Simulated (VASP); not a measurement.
A run of VASP 6.6.1:

INCAR

```
PREC = Accurate ; ENCUT = 520
EDIFF = 1E-6 ; ISMEAR = -1
SIGMA = 0.1 ; LREAL = F
LASPH = T ; NELM = 100
ALGO = Normal ; ISIF = 2
LWAVE = F ; LCHARG = F
GGA = PE ; NBANDS = 11
```

File KPOINTS:

```
regular mesh
0
Gamma
  15 15 15
```

POSCAR

```
Sr
1.0
   -2.4465751796      2.4465751796      2.4465751796
    2.4465751796     -2.4465751796      2.4465751796
    2.4465751796      2.4465751796     -2.4465751796
Sr
1
Direct
    0.0000000000      0.0000000000      0.0000000000
```

Potentials or basis: VASP PAW PBE potentials, release 64 (Sr_sv).

Run with:

```bash
$ cat potpaw_PBE.64/Sr_sv/POTCAR > POTCAR
$ mpirun -np 1 vasp_std > vasp.out
```

Hardware: 1 thread of Intel(R) Xeon(R) Platinum 8559C (Emerald Rapids) (shared host).

How long does it take, and how much memory?

Wall time 18 s on 1 thread of Intel(R) Xeon(R) Platinum 8559C (Emerald Rapids), with other jobs on the host, peak memory 0.22 GiB. Counts: scf iterations 11, k points 120.
